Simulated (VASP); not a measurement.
# Pt2Se3 (P-3m1) in VASP: a series of runs

Runs on Pt2Se3. Level: PBE. Tasks: relaxation of cell and atoms, single point.

All numbers are computed with VASP 6.6.1; they aren't measurements. Logs are shortened: lines on timing, memory, paths and dates and some standing lists are left out, and cuts for length are marked.

### Step 1. The cell of the first run

Symmetry: P-3m1, No. 164, trigonal system. Conventional cell: a = 4.640 Å, b = 4.640 Å, c = 5.603 Å, α = 90.00°, β = 90.00°, γ = 120.00°. Pt (site symmetry 3m) has 8 Se at 2.73 to 2.99 Å and 3 Pt at 3.09 Å within 3.6 Å. Se (site symmetry -3m) has 6 Pt at 2.79 Å and 6 Se at 3.40 Å within 3.7 Å. Se (site symmetry 3m) has 5 Pt at 2.73 to 2.99 Å and 6 Se at 3.02 to 3.40 Å within 3.6 Å.

### Step 2. Relaxation of cell and atoms, PBE

INCAR reads:

```
PREC     = Accurate       # precision mode
ENCUT    = 600            # plane-wave cutoff, eV
EDIFF    = 1E-6           # SCF threshold, eV
ISMEAR   = 0              # smearing method
SIGMA    = 0.1            # smearing width, eV
LREAL    = F              # projectors in reciprocal space
LASPH    = T              # aspherical terms in the spheres
NELM     = 100            # most SCF steps
ALGO     = Normal         # electronic algorithm
ISIF     = 3              # what is computed and relaxed
LWAVE    = F              # write WAVECAR
LCHARG   = F              # write CHGCAR
GGA      = PE             # functional
IBRION   = 2              # ionic algorithm
NSW      = 90             # ionic steps
EDIFFG   = -0.04          # ionic threshold
```

KPOINTS reads:

```
regular mesh
0
Gamma
  6 6 4
```

POSCAR reads:

```
Pt2Se3
1.0
    4.6401645582      0.0000000000      0.0000000000
   -2.3200822791      4.0185003852      0.0000000000
    0.0000000000      0.0000000000      5.6025707876
Pt Se
2 3
Direct
    0.3333333333      0.6666666667      0.1380000000
    0.6666666667      0.3333333333      0.8620000000
    0.0000000000      0.0000000000      0.0000000000
    0.3333333333      0.6666666667      0.6250000000
    0.6666666667      0.3333333333      0.3750000000
```

Potentials or basis: VASP PAW PBE potentials, release 64 (Pt, Se).

Run with:

```console
$ cat potpaw_PBE.64/Pt/POTCAR potpaw_PBE.64/Se/POTCAR > POTCAR
$ mpirun -np 1 vasp_std > vasp.out
```

OUTCAR:

```text
PREC = Accurate
   ENCUT = 600
   EDIFF = 1E-6
   ISMEAR = 0
   LREAL = F
   LASPH = T
   NELM = 100
   ISIF = 3
   GGA = PE
   IBRION = 2
   NSW = 90
   EDIFFG = -0.04

 ion  position               nearest neighbor table
   1  0.333  0.667  0.138-   4 2.73   3 2.79   3 2.79   3 2.79   4 2.87   5 2.99   5 2.99   5 2.99
                             2 3.09   2 3.09   2 3.09
   2  0.667  0.333  0.862-   5 2.73   3 2.79   3 2.79   3 2.79   5 2.87   4 2.99   4 2.99   4 2.99
                             1 3.09   1 3.09   1 3.09
   3  0.000  0.000  0.000-   1 2.79   2 2.79   2 2.79   1 2.79   2 2.79   1 2.79
   4  0.333  0.667  0.625-   1 2.73   1 2.87   2 2.99   2 2.99   2 2.99
   5  0.667  0.333  0.375-   2 2.73   2 2.87   1 2.99   1 2.99   1 2.99

  LATTYP: Found a hexagonal cell.
 ALAT       =     4.6401645582
 C/A-ratio  =     1.2074077799

  Lattice vectors:

 A1 = (   4.6401645582,   0.0000000000,   0.0000000000)
 A2 = (  -2.3200822791,   4.0185003852,   0.0000000000)
 A3 = (   0.0000000000,   0.0000000000,   5.6025707876)

Analysis of symmetry for initial positions (statically):
=====================================================================
 Subroutine PRICEL returns:
 Original cell was already a primitive cell.

 Routine SETGRP: Setting up the symmetry group for a
 hexagonal supercell.

 Subroutine GETGRP returns: Found 12 space group operations
 (whereof 12 operations were pure point group operations)
 out of a pool of 24 trial point group operations.

The static configuration has the point symmetry D_3d.

Analysis of symmetry for dynamics (positions and initial velocities):
=====================================================================
 Subroutine PRICEL returns:
 Original cell was already a primitive cell.

 Routine SETGRP: Setting up the symmetry group for a
 hexagonal supercell.

 Subroutine GETGRP returns: Found 12 space group operations
 (whereof 12 operations were pure point group operations)
 out of a pool of 24 trial point group operations.

The dynamic configuration has the point symmetry D_3d.

 Subroutine INISYM returns: Found 12 space group operations
 (whereof 12 operations are pure point group operations),
 and found     1 'primitive' translations

----------------------------------------------------------------------------------------

                                     Primitive cell

  volume of cell :     104.4684

  direct lattice vectors                    reciprocal lattice vectors
     4.640164558  0.000000000  0.000000000     0.215509598  0.124424525  0.000000000
    -2.320082279  4.018500385  0.000000000     0.000000000  0.248849049  0.000000000
     0.000000000  0.000000000  5.602570788     0.000000000  0.000000000  0.178489490

  length of vectors
     4.640164558  4.640164558  5.602570788     0.248849049  0.248849049  0.178489490

  position of ions in fractional coordinates (direct lattice)
     0.333333333  0.666666667  0.138000000
     0.666666667  0.333333333  0.862000000
     0.000000000  0.000000000  0.000000000
     0.333333333  0.666666667  0.625000000
     0.666666667  0.333333333  0.375000000

  ion indices of the primitive-cell ions
   primitive index   ion index
                 1           1
                 2           2
                 3           3
                 4           4
                 5           5

----------------------------------------------------------------------------------------

 KPOINTS: regular mesh

Automatic generation of k-mesh.
 Grid dimensions read from file:
 generate k-points for:    6    6    4

 Generating k-lattice:

  Cartesian coordinates                     Fractional coordinates (reciprocal lattice)
     0.035918266  0.020737421  0.000000000     0.166666667 -0.000000000  0.000000000
     0.000000000  0.041474842  0.000000000     0.000000000  0.166666667  0.000000000
     0.000000000  0.000000000  0.044622372     0.000000000  0.000000000  0.250000000

  Length of vectors
     0.041474842  0.041474842  0.044622372

  Shift w.r.t. Gamma in fractional coordinates (k-lattice)
     0.000000000  0.000000000  0.000000000

 Subroutine IBZKPT returns following result:
 ===========================================

 Found     24 irreducible k-points:

 Following reciprocal coordinates:
            Coordinates               Weight
  0.000000  0.000000  0.000000      1.000000
  0.166667  0.000000  0.000000      6.000000
  0.333333 -0.000000  0.000000      6.000000
  0.500000  0.000000  0.000000      3.000000
  0.166667  0.166667  0.000000      6.000000
  0.333333  0.166667  0.000000     12.000000
[... 16 lines left out ...]
  0.333333  0.166667  0.500000     12.000000
  0.333333  0.333333  0.500000      2.000000
   k-points           NKPTS =     24   k-points in BZ     NKDIM =     24   number of bands    NBANDS=     23
   number of dos      NEDOS =    301   number of ions     NIONS =      5
   total plane-waves  NPLWV =  76800
   dimension x,y,z NGX =    40 NGY =   40 NGZ =   48
   dimension x,y,z NGXF=    80 NGYF=   80 NGZF=   96
   ions per type =               2   3
   NGX,Y,Z   is equivalent  to a cutoff of  14.33, 14.33, 14.24 a.u.
   NGXF,Y,Z  is equivalent  to a cutoff of  28.66, 28.66, 28.49 a.u.
 SYSTEM =  unknown system
   PREC   = accura    normal or accurate (medium, high low for compatibility)
   ISTART =      0    job   : 0-new  1-cont  2-samecut
   ICHARG =      2    charge: 1-file 2-atom 10-const
   ISPIN  =      1    spin polarized calculation?
   LNONCOLLINEAR =      F non collinear calculations
   LSORBIT =      F    spin-orbit coupling
   LASPH  =      T    aspherical Exc in radial PAW
   ENCUT  =  600.0 eV  44.10 Ry    6.64 a.u.   9.27  9.27 11.19*2*pi/ulx,y,z
   NELM   =    100;   NELMIN=  2; NELMDL= -5     # of ELM steps
   EDIFF  = 0.1E-05   stopping-criterion for ELM
   LREAL  =      F    real-space projection
   EDIFFG = -.4E-01   stopping-criterion for IOM
   NSW    =     90    number of steps for IOM
   IBRION =      2    ionic relax: 0-MD 1-quasi-New 2-CG
   NFREE  =      1    steps in history (QN), initial steepest desc. (CG)
   ISIF   =      3    stress and relaxation
   ISYM   =      2    0-nonsym 1-usesym 2-fastsym
   POTIM  = 0.5000    time-step for ionic-motion
   TEBEG  =    0.0;   TEEND  =   0.0 temperature during run
   PSTRESS=    0.0 pullay stress
   NELECT =      38.0000    total number of electrons
   NUPDOWN=      -1.0000    fix difference up-down
   EMIN   =  10.00;   EMAX   =-10.00  energy-range for DOS
   EFERMI =   0.00;   METHOD = LEGACY
   ISMEAR =     0;   SIGMA  =   0.10  broadening in eV -4-tet -1-fermi 0-gaus
   EFERMI_NEDOS =   21; number of points for ismear=-14 and -15
   IALGO  =     38    algorithm
   IMIX   =      4    mixing-type and parameters
     AMIX     =   0.40;   BMIX     =  1.00
     AMIX_MAG =   1.60;   BMIX_MAG =  1.00
  volume/ion in A,a.u.               =      20.89       141.00
  Fermi-wavevector in a.u.,A,eV,Ry     =   1.168623  2.208377 18.581202  1.365680
  Thomas-Fermi vector in A             =   2.305107
   LORBIT       =      0    0 simple, 1 ext, 2 COOP (PROOUT), +10 PAW based schemes
   GGA     = PE    functional components
   LHFCALC =     F    Hartree Fock is set to
   AEXX    =    0.0000 exact exchange contribution
   IVDW    =     0    specifies the selected vdW correction
   LEPSILON=     F    determine dielectric tensor
   LRPA    =     F    only Hartree local field effects (RPA)
 conjugate gradient relaxation of ions
 non-spin polarized calculation
 Gauss-broadening in eV      SIGMA  =   0.10
  energy-cutoff  :      600.00
  volume of cell :      104.47
 maximum number of plane-waves:      3502
 NGX is ok and might be reduce to    40
   NGX = 19   NGY = 19   NGZ = 23

--------------------------------------- Ionic step        1  -------------------------------------------

 number of electron      38.0000000 magnetization

 Free energy of the ion-electron system (eV)
  ---------------------------------------------------
  ext. energy  EPLUGINS =         0.00000000
  ---------------------------------------------------
  free energy    TOTEN  =       -21.13299400 eV

  energy without entropy =      -21.12051857  energy(sigma->0) =      -21.12675629

------------------------ aborting loop because EDIFF is reached ----------------------------------------

  FORCE on cell =-STRESS in cart. coord.  units (eV):
  Direction    XX          YY          ZZ          XY          YZ          ZX
  --------------------------------------------------------------------------------------
  -------------------------------------------------------------------------------------
  Total       -4.6418761     -4.6418761     -3.3021223      0.0000000     -0.0000000      0.0000000
  in kB      -71.1900624    -71.1900624    -50.6429485      0.0000000     -0.0000000      0.0000000
  external PRESSURE =     -64.3410245 kB  Pullay stress =       0.0000000 kB
[... 98 lines left out ...]
  FREE ENERGIE OF THE ION-ELECTRON SYSTEM (eV)
  ---------------------------------------------------
  free  energy   TOTEN  =       -21.3497177489 eV

  energy  without entropy=      -21.3360437350  energy(sigma->0) =      -21.34288074

 E-fermi :   4.8217     XC(G=0):  -9.9857

 val. band max:        4.8123065243   @ k =   0.5000   0.0000   0.0000
 cond. band min:       4.8589506707   @ k =   0.0000   0.1667   0.2500
 fundamental gap:      0.0466441463
 Fermi energy:         4.8216787261

 k-point     1 :       0.0000    0.0000    0.0000
  band No.  band energies     occupation
      1      -9.7422      2.00000
      2      -9.2730      2.00000
      3      -8.1515      2.00000
      4      -0.8579      2.00000
      5      -0.5998      2.00000
      6      -0.5998      2.00000
[... 613 lines left out ...]
     22       6.3914      0.00000
     23       9.8006      0.00000

[... ionic steps 4 to 44 ...]

--------------------------------------- Ionic step       45  -------------------------------------------

 number of electron      38.0000022 magnetization

------------------------ aborting loop because EDIFF is reached ----------------------------------------

  FORCE on cell =-STRESS in cart. coord.  units (eV):
  Direction    XX          YY          ZZ          XY          YZ          ZX
  --------------------------------------------------------------------------------------
  -------------------------------------------------------------------------------------
  Total        0.1492479      0.1492479     -0.0234498      0.0000000      0.0000000      0.0000000
  in kB        2.2102487      2.2102487     -0.3472744      0.0000000      0.0000000      0.0000000
  external PRESSURE =       1.3577410 kB  Pullay stress =       0.0000000 kB
[... 63 lines left out ...]
  energy  without entropy=      -23.5767690737  energy(sigma->0) =      -23.58444552

--------------------------------------- Ionic step       47  -------------------------------------------

 number of electron      38.0000023 magnetization

 Free energy of the ion-electron system (eV)
  ---------------------------------------------------
  ext. energy  EPLUGINS =         0.00000000
  ---------------------------------------------------
  free energy    TOTEN  =       -23.59236644 eV

  energy without entropy =      -23.57717716  energy(sigma->0) =      -23.58477180

 E-fermi :   5.4764     XC(G=0): -10.3407

 val. band max:        5.4750083451   @ k =   0.0000   0.3333   0.2500
 cond. band min:       5.4834022968   @ k =   0.5000   0.0000   0.0000
 fundamental gap:      0.0083939517
 Fermi energy:         5.4763660728

 k-point     1 :       0.0000    0.0000    0.0000
  band No.  band energies     occupation
      1      -9.3052      2.00000
      2      -8.4823      2.00000
      3      -7.7609      2.00000
      4      -0.4854      2.00000
      5       0.0437      2.00000
      6       0.0437      2.00000
[... 645 lines left out ...]
  FREE ENERGIE OF THE ION-ELECTRON SYSTEM (eV)
  ---------------------------------------------------
  free  energy   TOTEN  =       -23.5923664429 eV

  energy  without entropy=      -23.5771771570  energy(sigma->0) =      -23.58477180

 reached required accuracy - stopping structural energy minimisation
```

It took 15 min on 1 thread of Intel Xeon 6975P-C (Granite Rapids), shared host; peak memory 0.34 GiB.

What came out:

```yaml
Free_energy: -23.5924 eV
Relaxed_volume: 21.68 Å³/atom
Relaxed_cell: a = 3.770 Å, b = 3.770 Å, c = 8.811 Å, α = 90.00°, β = 90.00°, γ = 120.00°
Space_group_after_relaxing_to_0.1_Å: P-3m1 (No. 164)
Energy_gained_by_relaxing: 491.9 meV/atom
Ionic_steps: 47
Pressure_after_relaxing: -0.1 GPa
Largest_force_after_relaxing: 0.033 eV/Å
Band_gap_on_the_k_mesh: zero (bands 19 and 20 overlap by 1.53 eV)
```

Forces on the atoms (eV/Å):
```
Pt   0.000  0.000  0.033
Pt   0.000  0.000 -0.033
Se   0.000  0.000  0.000
Se   0.000  0.000  0.003
Se   0.000  0.000 -0.003
```

Step by step:
```
step  energy change (eV)  largest force (eV/Å)  pressure (GPa)  volume (Å³)
   1              0.0000                0.7958           -6.43       104.47
   3             -0.2167                0.9019            1.75        96.30
   5             -1.0432                1.3232            4.28        93.65
   7             -1.2320                0.7517            6.88        92.47
   9             -1.3705                0.7278            0.42        97.48
  11             -1.4403                0.4154           -0.56        97.98
  13             -1.5045                0.3631           -0.04        97.43
  15             -1.5399                0.2311            1.58        96.56
  17             -1.5906                0.3714            2.13        97.37
  19             -1.6183                0.3991           -1.20       100.53
  21             -1.7489                1.0119            0.08       102.92
  23             -1.7508                1.1651            0.47       103.18
  25             -1.8237                1.4420            0.96       104.87
  27             -1.7965                2.6641            6.92       110.08
  29             -1.9422                2.1265            3.40       108.76
  31             -2.1303                1.7613            0.55       114.86
  33             -2.1819                1.5230           -0.34       115.76
  35             -2.3993                0.5146           -2.02       112.90
  37             -2.4367                0.2402           -0.67       110.00
  39             -2.4478                0.2038            0.24       108.68
  41             -2.4542                0.1166           -0.14       108.51
  43             -2.4577                0.0653            0.62       107.77
  45             -2.4590                0.0433            0.14       108.19
  47             -2.4594                0.0333           -0.12       108.42
```

Final structure:
```yaml
crystal:
  lattice:
    - [3.76957, 0.00000, 0.00000]
    - [-1.88478, 3.26454, 0.00000]
    - [0.00000, 0.00000, 8.81070]
  atoms:
    - { symbol: Pt, position: [0.33333, 0.66667, 0.18843] }
    - { symbol: Pt, position: [0.66667, 0.33333, 0.81157] }
    - { symbol: Se, position: [0.00000, 0.00000, 0.00000] }
    - { symbol: Se, position: [0.33333, 0.66667, 0.67654] }
    - { symbol: Se, position: [0.66667, 0.33333, 0.32346] }
```

Levels at points of the mesh, in eV from the Fermi level:
```
           k point  band 16  band 17  band 18  band 19  band 20  band 21  band 22  band 23
(0.00, 0.00, 0.00)    -0.97    -0.97     0.04     1.05     1.05     2.43     2.43     2.91
(0.50, 0.00, 0.00)    -2.28    -2.19    -1.55    -0.74     0.01     1.87     1.89     2.08
(0.00, 0.00, 0.50)    -1.20    -1.05    -1.05     1.23     1.23     2.33     2.33     3.83
(0.50, 0.00, 0.50)    -2.33    -2.11    -2.03    -0.93    -0.22     2.25     2.34     2.70
```

Caveat: a cell axis changed by over 15 % at a fixed basis, so the end point is rough; spin-orbit coupling is left out, which moves the levels of the heavy elements; this functional lacks dispersion, which binds the layers, so the pressure and a relaxed spacing across them are unreliable.

### Step 3. Single point, PBE

This run uses another cell than the first one, of 21.68 Å³/atom.

INCAR reads:

```
SYSTEM = Pt2Se3
PREC     = Accurate       ! precision mode
ENCUT    = 520            ! plane-wave cutoff, eV
EDIFF    = 1E-6           ! SCF threshold, eV
ISMEAR   = 0              ! smearing method
SIGMA    = 0.1            ! smearing width, eV
LREAL    = .FALSE.        ! projectors in reciprocal space
LASPH    = .TRUE.         ! aspherical terms in the spheres
NELM     = 100            ! most SCF steps
ALGO     = Fast           ! electronic algorithm
ISIF     = 2              ! what is computed and relaxed
LWAVE    = .FALSE.        ! write WAVECAR
LCHARG   = .FALSE.        ! write CHGCAR
GGA      = PE             ! functional
NBANDS   = 27             ! bands
```

KPOINTS reads:

```
regular mesh
0
G
  12 12 4
  0 0 0
```

POSCAR reads:

```
Pt2Se3
1.0
    3.7626393504      0.0000000000      0.0000000000
   -1.8813196752      3.2585412627      0.0000000000
    0.0000000000      0.0000000000      8.8421328672
Pt Se
2 3
Direct
    0.3333333333      0.6666666667      0.1892659940
    0.6666666667      0.3333333333      0.8107340060
    0.0000000000      0.0000000000      0.0000000000
    0.3333333333      0.6666666667      0.6759802436
    0.6666666667      0.3333333333      0.3240197564
```

Potentials or basis: VASP PAW PBE potentials, release 64 (Pt, Se).

Run with:

```console
$ cat potpaw_PBE.64/Pt/POTCAR potpaw_PBE.64/Se/POTCAR > POTCAR
$ mpirun -np 1 vasp_std > vasp.out
```

It took 77 s on 1 thread of Intel Xeon 6975P-C (Granite Rapids), shared host; peak memory 0.34 GiB.

The run converged. Its results:

```yaml
Free_energy: -23.5883 eV
Pressure: 0.0 GPa
Largest_force: 0.011 eV/Å
Band_gap_on_the_k_mesh: zero (bands 19 and 20 overlap by 1.54 eV)
```

Forces on the atoms (eV/Å):
```
Pt   0.000  0.000 -0.011
Pt   0.000  0.000  0.011
Se   0.000  0.000  0.000
Se   0.000  0.000 -0.007
Se   0.000  0.000  0.007
```

Levels at points of the mesh, in eV from the Fermi level:
```tsv
k point	band 17	band 18	band 19	band 20	band 21	band 22
(0.00, 0.00, 0.00)	-0.93	0.04	1.06	1.06	2.43	2.43
(0.50, 0.00, 0.00)	-2.19	-1.55	-0.76	0.02	1.87	1.89
(0.00, 0.00, 0.50)	-1.01	-1.01	1.25	1.25	2.32	2.32
(0.50, 0.00, 0.50)	-2.10	-2.02	-0.95	-0.21	2.24	2.33
```

Caveat: spin-orbit coupling is left out, which moves the levels of the heavy elements; this functional lacks dispersion, which binds the layers, so the pressure and a relaxed spacing across them are unreliable.
